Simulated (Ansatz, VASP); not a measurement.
Sr: VASP beside Ansatz

File INCAR:

```
SYSTEM = Sr
ALGO = Fast
EDIFF = 1E-7
ENCUT = 520
GGA = PE
ISIF = 2
ISMEAR = 0
LASPH = .True.
LCHARG = .False.
LREAL = .False.
LWAVE = .False.
NBANDS = 11
NELM = 100
PREC = Accurate
SIGMA = 0.1
```

File KPOINTS:

```
k-points
0
Gamma
  12 12 12
  0 0 0
```

Contents of POSCAR:

```
Sr
1.0
   -2.7604260000      2.7604260000      2.7604260000
    2.4694260000     -2.4694260000      2.1784260000
    2.4694260000      2.1784260000     -2.4694260000
Sr
1
Direct
    0.0000000000      0.0000000000      0.0000000000
```

Input for Ansatz:

```yaml
crystal:
  lattice:
    - [-2.760426, 2.760426, 2.760426]
    - [2.469426, -2.469426, 2.178426]
    - [2.469426, 2.178426, -2.469426]
  atoms:
    - { symbol: Sr, position: [0.0, 0.0, 0.0] }
basis:
  ecutwfc: 420
kpoints:
  mp_grid: { grid: [12, 12, 12] }
hamiltonian:
  xc: pbe
scf:
  occupations: { method: gaussian, width: 0.1 }
output:
  forces: true
  stress: true
  eigenvalues: true
```

Alike in both runs: task single point; functional PBE; k mesh 12 × 12 × 12; occupations gaussian, width 0.1 eV; no spin polarisation.

|  | VASP | Ansatz |
| --- | --- | --- |
| version | VASP 6.6.1 | Ansatz 0.2.0 |
| potentials or method | VASP PAW PBE potentials, release 64 (Sr_sv), cutoff 520 eV | scalar-relativistic, plane waves, PAW |
| valence electrons in the cell | 10 | 10 |

Ansatz gave:

| Property | Result |
| --- | --- |
| gap on the k mesh at the Fermi level (eV) | none |
| pressure (GPa) | -0.7 |
| traceless stress, the component that is largest in VASP (GPa) | 0.90 |

Q: Which values does VASP return?

A: gap on the k mesh at the Fermi level (eV): none; pressure (GPa): -0.7; traceless stress, the component that is largest in VASP (GPa): 0.91.

A gap of «none» marks a metal or a gap that the smearing closes. The functional is the same, so the differences come from potentials, cutoffs and numerics.
